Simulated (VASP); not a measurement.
# ZnS (R3m) in VASP: single point with HSE06

Aim: the single point of ZnS with HSE06.

Program: VASP 6.6.1. These are calculated values, not measurements. Logs are shortened: lines on timing, memory, paths and dates and some standing lists are left out, and cuts for length are marked.

## (1) The cell of the first run

The structure is trigonal, space group R3m (No. 160). Conventional cell: a = 3.829 Å, b = 3.829 Å, c = 9.309 Å, α = 90.00°, β = 90.00°, γ = 120.00°. Zn (site symmetry 3m) has 4 S at 2.34 Å within 3.1 Å. S (site symmetry 3m) has 4 Zn at 2.34 Å within 3.1 Å.

## (2) Single point, HSE06 (epitaxial 111 strain +0.5%)

Contents of POSCAR:

```
ZnS
1.0
   -0.0134704292      2.6940858334      2.6940858334
    2.6940858334     -0.0134704292      2.6940858334
    2.6940858334      2.6940858334     -0.0134704292
Zn S
1 1
Direct
   -0.0004348165     -0.0004348165     -0.0004348165
    0.2504348165      0.2504348165      0.2504348165
```

Contents of INCAR.step1:

```
SYSTEM = ZnS
PREC = Accurate
ENCUT = 520
EDIFF = 1E-5
ISMEAR = 0
SIGMA = 0.01
LREAL = .FALSE.
LASPH = .TRUE.
NELM = 100
ALGO = Normal
ISIF = 2
LWAVE = .TRUE.
LCHARG = .FALSE.
NBANDS = 16
GGA = PE
```

Contents of INCAR.step2:

```
SYSTEM = ZnS
PREC = Accurate
ENCUT = 520
EDIFF = 1E-6
ISMEAR = 0
SIGMA = 0.01
LREAL = .FALSE.
LASPH = .TRUE.
NELM = 100
ALGO = Normal
ISIF = 2
LWAVE = .FALSE.
LCHARG = .FALSE.
GGA = PE
LHFCALC = .TRUE.
HFSCREEN = 0.2079
PRECFOCK = Normal
NBANDS = 16
ISTART = 1
```

Contents of KPOINTS:

```
Automatic mesh
0
G
  6 6 6
  0 0 0
```

Potentials or basis: VASP PAW PBE potentials, release 64 (Zn, S).

On the command line:

```sh
> cat potpaw_PBE.64/Zn/POTCAR potpaw_PBE.64/S/POTCAR > POTCAR
> cp INCAR.step1 INCAR
> mpirun -np 1 vasp_std > vasp.out
> cp INCAR.step2 INCAR
> mpirun -np 1 vasp_std > vasp.out
```

OUTCAR:

```text
SYSTEM = ZnS
   PREC = Accurate
   ENCUT = 520
   EDIFF = 1E-6
   ISMEAR = 0
   LREAL = .FALSE.
   LASPH = .TRUE.
   NELM = 100
   ISIF = 2
   GGA = PE
   LHFCALC = .TRUE.
   HFSCREEN = 0.2079
   PRECFOCK = Normal
   ISTART = 1

 ion  position               nearest neighbor table
   1  1.000  1.000  1.000-   2 2.34   2 2.34   2 2.34   2 2.34
   2  0.250  0.250  0.250-   1 2.34   1 2.34   1 2.34   1 2.34

  LATTYP: Found a trigonal (rhomboedric) cell.
 ALAT       =     3.8100365363
 COS(alpha) =     0.4949938126

  Lattice vectors:

 A1 = (  -0.0134704292,   2.6940858334,   2.6940858334)
 A2 = (   2.6940858334,  -0.0134704292,   2.6940858334)
 A3 = (   2.6940858334,   2.6940858334,  -0.0134704292)

Analysis of symmetry for initial positions (statically):
=====================================================================
 Subroutine PRICEL returns:
 Original cell was already a primitive cell.

 Routine SETGRP: Setting up the symmetry group for a
 trigonal (rhombohedral) supercell.

 Subroutine GETGRP returns: Found  6 space group operations
 (whereof  6 operations were pure point group operations)
 out of a pool of 12 trial point group operations.

The static configuration has the point symmetry C_3v.

Analysis of symmetry for dynamics (positions and initial velocities):
=====================================================================
 Subroutine PRICEL returns:
 Original cell was already a primitive cell.

 Routine SETGRP: Setting up the symmetry group for a
 trigonal (rhombohedral) supercell.

 Subroutine GETGRP returns: Found  6 space group operations
 (whereof  6 operations were pure point group operations)
 out of a pool of 12 trial point group operations.

The dynamic configuration has the point symmetry C_3v.

 Subroutine INISYM returns: Found  6 space group operations
 (whereof  6 operations are pure point group operations),
 and found     1 'primitive' translations

----------------------------------------------------------------------------------------

                                     Primitive cell

  volume of cell :      39.4012

  direct lattice vectors                    reciprocal lattice vectors
    -0.013470429  2.694085833  2.694085833    -0.184205541  0.185131197  0.185131197
     2.694085833 -0.013470429  2.694085833     0.185131197 -0.184205541  0.185131197
     2.694085833  2.694085833 -0.013470429     0.185131197  0.185131197 -0.184205541

  length of vectors
     3.810036536  3.810036536  3.810036536     0.320123104  0.320123104  0.320123104
[... 90 lines left out ...]
   TEBEG  =    0.0;   TEEND  =   0.0 temperature during run
   PSTRESS=    0.0 pullay stress
   NELECT =      18.0000    total number of electrons
   NUPDOWN=      -1.0000    fix difference up-down
   EMIN   =  10.00;   EMAX   =-10.00  energy-range for DOS
   EFERMI =   0.00;   METHOD = LEGACY
   ISMEAR =     0;   SIGMA  =   0.01  broadening in eV -4-tet -1-fermi 0-gaus
   EFERMI_NEDOS =   21; number of points for ismear=-14 and -15
   IALGO  =     38    algorithm
   IMIX   =      1    mixing-type and parameters
     AMIX     =   0.40;   BMIX     =  1.00
     AMIX_MAG =   1.60;   BMIX_MAG =  1.00
  volume/ion in A,a.u.               =      19.70       132.95
  Fermi-wavevector in a.u.,A,eV,Ry     =   1.260848  2.382656 21.629677  1.589736
  Thomas-Fermi vector in A             =   2.394336
   LORBIT       =      0    0 simple, 1 ext, 2 COOP (PROOUT), +10 PAW based schemes
   GGA     = PE    functional components
   LHFCALC =     T    Hartree Fock is set to
   PRECFOCK=normal    Normal, Fast or Accurate (Low or Medium for compatibility)
   ENCUT4O =  -1.0   cutoff for four orbital integrals eV
   NKREDX  =     1    reduce k-point grid by
   NKREDY  =     1    reduce k-point grid by
   NKREDZ  =     1    reduce k-point grid by
   AEXX    =    0.2500 exact exchange contribution
   HFSCREEN=    0.2079 screening length (either q_TF or 0.3 A-1)
   HFSCREENC=   0.2079 screening length for correlation (either q_TF or 0.3 A-1)
   ENCUTFOCK=  -1.0 apply spherical cutoff to Coloumb kernel
   IVDW    =     0    specifies the selected vdW correction
   LEPSILON=     F    determine dielectric tensor
   LRPA    =     F    only Hartree local field effects (RPA)
 non-spin polarized calculation
 Gauss-broadening in eV      SIGMA  =   0.01
  energy-cutoff  :      520.00
  volume of cell :       39.40
 maximum number of plane-waves:      1070
  NGX = 24; NGY = 24; NGZ = 24

 number of electron      18.0000000 magnetization

 Free energy of the ion-electron system (eV)
  ---------------------------------------------------
  ext. energy  EPLUGINS =         0.00000000
  ---------------------------------------------------
  free energy    TOTEN  =        -8.37144859 eV

  energy without entropy =       -8.37144859  energy(sigma->0) =       -8.37144859

 E-fermi :   1.5345     XC(G=0):  -7.9770

 val. band max:        1.4228719035   @ k =   0.0000   0.0000   0.0000
 cond. band min:       4.7260246660   @ k =   0.0000   0.0000   0.0000
 fundamental gap:      3.3031527625
 Fermi energy:         1.5345375127

 k-point     1 :       0.0000    0.0000    0.0000
  band No.  band energies     occupation
      1     -12.9364      2.00000
      2      -6.4580      2.00000
      3      -6.4580      2.00000
      4      -6.4550      2.00000
      5      -6.0111      2.00000
      6      -6.0111      2.00000
[... 433 lines left out ...]
      3      -6.2026      2.00000
      4      -6.1004      2.00000
      5      -5.9862      2.00000
      6      -5.6071      2.00000
[... 8 lines left out ...]
     15      16.9956      0.00000
     16      17.8047      0.00000

 [... further k-points ...]

------------------------ aborting loop because EDIFF is reached ----------------------------------------

  FORCE on cell =-STRESS in cart. coord.  units (eV):
  Direction    XX          YY          ZZ          XY          YZ          ZX
  --------------------------------------------------------------------------------------
  -------------------------------------------------------------------------------------
  Total        0.2461775      0.2461775      0.2461775      0.0605423      0.0605423      0.0605423
  in kB       10.0103575     10.0103575     10.0103575      2.4618437      2.4618437      2.4618437
  external PRESSURE =      10.0103575 kB  Pullay stress =       0.0000000 kB

 VOLUME and BASIS-vectors are now :
 -----------------------------------------------------------------------------
  energy-cutoff  :      520.00
  volume of cell :       39.40
      direct lattice vectors                 reciprocal lattice vectors
    -0.013470429  2.694085833  2.694085833    -0.184205541  0.185131197  0.185131197
     2.694085833 -0.013470429  2.694085833     0.185131197 -0.184205541  0.185131197
     2.694085833  2.694085833 -0.013470429     0.185131197  0.185131197 -0.184205541

 POSITION                                       TOTAL-FORCE (eV/Angst)
 -----------------------------------------------------------------------------------
      5.37236      5.37236      5.37236        -0.001343     -0.001343     -0.001343
      1.34601      1.34601      1.34601         0.001343      0.001343      0.001343
 -----------------------------------------------------------------------------------
    total drift:                                0.000098      0.000093      0.000174

  FREE ENERGIE OF THE ION-ELECTRON SYSTEM (eV)
  ---------------------------------------------------
  free  energy   TOTEN  =        -8.3714485874 eV

  energy  without entropy=       -8.3714485874  energy(sigma->0) =       -8.37144859
```

OUTCAR.step1:

```text
SYSTEM = ZnS
   PREC = Accurate
   ENCUT = 520
   EDIFF = 1E-5
   ISMEAR = 0
   LREAL = .FALSE.
   LASPH = .TRUE.
[... 678 lines left out ...]
      5.37236      5.37236      5.37236        -0.001690     -0.001690     -0.001690
      1.34601      1.34601      1.34601         0.001690      0.001690      0.001690
 -----------------------------------------------------------------------------------
    total drift:                                0.000056      0.000056      0.000056

  FREE ENERGIE OF THE ION-ELECTRON SYSTEM (eV)
  ---------------------------------------------------
  free  energy   TOTEN  =        -6.8431616708 eV

  energy  without entropy=       -6.8431616708  energy(sigma->0) =       -6.84316167
```

OSZICAR.step1:

```text
N       E                     dE             d eps       ncg     rms          rms(c)
DAV:   1     0.898485578361E+02    0.89849E+02   -0.90331E+03  1024   0.134E+03
DAV:   2    -0.130229324446E+01   -0.91151E+02   -0.85674E+02  1176   0.262E+02
DAV:   3    -0.720896254699E+01   -0.59067E+01   -0.58797E+01  1248   0.645E+01
DAV:   4    -0.727119640030E+01   -0.62234E-01   -0.62222E-01  1224   0.702E+00
DAV:   5    -0.727189497884E+01   -0.69858E-03   -0.69857E-03  1304   0.706E-01    0.689E+00
DAV:   6    -0.686390501588E+01    0.40799E+00   -0.73569E-01  1536   0.299E+01    0.538E+00
DAV:   7    -0.684343604169E+01    0.20469E-01   -0.25294E-01  1144   0.451E+00    0.273E+00
DAV:   8    -0.684274819355E+01    0.68785E-03   -0.50906E-03  1304   0.862E-01    0.720E-01
DAV:   9    -0.684299709261E+01   -0.24890E-03   -0.12881E-03  1232   0.286E-01    0.992E-02
DAV:  10    -0.684317134376E+01   -0.17425E-03   -0.24269E-04  1224   0.130E-01    0.515E-02
DAV:  11    -0.684316124409E+01    0.10100E-04   -0.33929E-05  1232   0.701E-02    0.836E-03
DAV:  12    -0.684316167080E+01   -0.42672E-06   -0.32279E-06   696   0.196E-02
   1 F= -.68431617E+01 E0= -.68431617E+01  d E =-.207223E-52
```

Wall time 2.3 h (1 thread of Oxide Virtual Turin-like, shared host); peak memory 0.25 GiB.

Results:

```
Free energy            : -8.3714 eV
Pressure               : 1.0 GPa
Band gap on the k mesh : 3.30 eV
```

Forces in eV/Å, atoms in the order of the input:
```
Zn  -0.001 -0.001 -0.001
S    0.001  0.001  0.001
```

Levels at points of the mesh, in eV from the valence-band top:
```
           k point  band 7  band 8  band 9  band 10  band 11  band 12
(0.00, 0.00, 0.00)   -0.04   -0.04    0.00     3.30     7.62     7.62
(0.50, 0.00, 0.00)   -5.64   -0.95   -0.92     4.54     8.15     8.18
(0.50, 0.50, 0.00)   -5.02   -2.41   -2.35     4.34     5.23    12.53
(0.50, 0.50, 0.50)   -5.62   -0.97   -0.97     4.46     8.10     8.10
```

Caveat: the cell differs from its parent crystal (epitaxial 111 strain +0.5%); the PAW data sets were made with another functional, which shifts forces and pressure a little.
